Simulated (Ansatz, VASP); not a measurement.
# Two plane-wave programs on SiC

```
CELL_PARAMETERS angstrom
-3.14126 3.14126 3.14126
3.14126 -3.14126 3.14126
3.14126 3.14126 -3.14126
ATOMIC_POSITIONS crystal
Si 0.12500 0.75000 0.87500
Si 0.62500 0.37500 0.25000
Si 0.75000 0.87500 0.12500
Si 0.87500 0.12500 0.75000
Si 0.37500 0.25000 0.62500
Si 0.25000 0.62500 0.37500
C 0.75000 0.37500 0.62500
C 0.12500 0.87500 0.25000
C 0.25000 0.12500 0.87500
C 0.37500 0.62500 0.75000
C 0.87500 0.25000 0.12500
C 0.62500 0.75000 0.37500
```

Alike in both runs: functional PBE; k mesh 4 × 4 × 4; occupations gaussian, width 0.1 eV; no spin polarisation.

Ansatz relaxed the structure, and its values are those at the end. VASP's run is a single point on that final structure, the one shown.

|  | VASP | Ansatz |
| --- | --- | --- |
| version | VASP 6.6.1 | Ansatz 0.2.0 |
| potentials or method | VASP PAW PBE potentials, release 64 (Si, C), cutoff 520 eV | scalar-relativistic, plane waves, PAW |
| valence electrons in the cell | 48 | 48 |

|  | VASP | Ansatz | Ansatz less VASP |
| --- | --- | --- | --- |
| gap on the k mesh at the Fermi level (eV) | 0.62 | 0.63 | +0.005 |
| least direct gap on the mesh (eV) | 0.62 | 0.63 | +0.005 |
| pressure (GPa) | 0.0 | 0.0 | -0.01 |

The functional is the same, so the differences come from potentials, cutoffs and numerics.
